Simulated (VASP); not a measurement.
Set up this calculation in VASP 6.6.1, as the native input.

| Property | Result |
| --- | --- |
| Task | single point |
| Functional | PBEsol |
| Potentials or basis | VASP PAW PBE potentials, release 64 (Si, W_sv) |
| Cutoff | 520 eV |
| k mesh | 6 × 6 × 6 |
| Occupations | gaussian, width 0.5 eV |
| Spin | no spin polarisation |
| Dipole correction | no |
| Further INCAR settings | ALGO = Normal; EDIFF = 1e-06; NBANDS = 31 |

The structure of SiW3 lies in POSCAR:

```
SiW3
1.0
    4.5140280000      0.0000000000      0.0000000000
   -1.5046759529      4.2558664290      0.0000000000
   -1.5046759529     -2.1279331145      3.6856885004
Si W
1 3
Direct
    0.0000000000      0.0000000000      0.0000000000
    0.5000000000      0.5000000000      0.0000000000
    0.5000000000      1.0000000000      0.5000000000
    1.0000000000      0.5000000000      0.5000000000
```

One way to write it, as run:

INCAR

```
SYSTEM = SiW3
PREC     = Accurate       ! precision mode
ENCUT    = 520            ! plane-wave cutoff, eV
EDIFF    = 1E-6           ! SCF threshold, eV
ISMEAR   = 0              ! smearing method
SIGMA    = 0.5            ! smearing width, eV
LREAL    = .False.        ! projectors in reciprocal space
LASPH    = .True.         ! aspherical terms in the spheres
NELM     = 100            ! most SCF steps
ALGO     = Normal         ! electronic algorithm
ISIF     = 2              ! what is computed and relaxed
LWAVE    = .False.        ! write WAVECAR
LCHARG   = .False.        ! write CHGCAR
GGA      = PS             ! functional
NBANDS   = 31             ! bands
```

KPOINTS

```
Automatic mesh
0
Gamma
  6 6 6
  0 0 0
```

Potentials or basis: VASP PAW PBE potentials, release 64 (Si, W_sv).

Run with:

```sh
$ cat potpaw_PBE.64/Si/POTCAR potpaw_PBE.64/W_sv/POTCAR > POTCAR
$ mpirun -np 1 vasp_std > vasp.out
```

It gave:

* Pressure: -4.7 GPa
* Band gap on the k mesh: zero (band 23 reaches 10.09 eV, above the bottom of band 24 at 8.57 eV)

Caveat: the PAW data sets were made with another functional, which shifts forces and pressure a little; spin-orbit coupling is left out, which moves the levels of the heavy elements.

It took 50 s on 1 thread of Intel Xeon 6975P-C (shared host), peak memory 0.21 GiB.
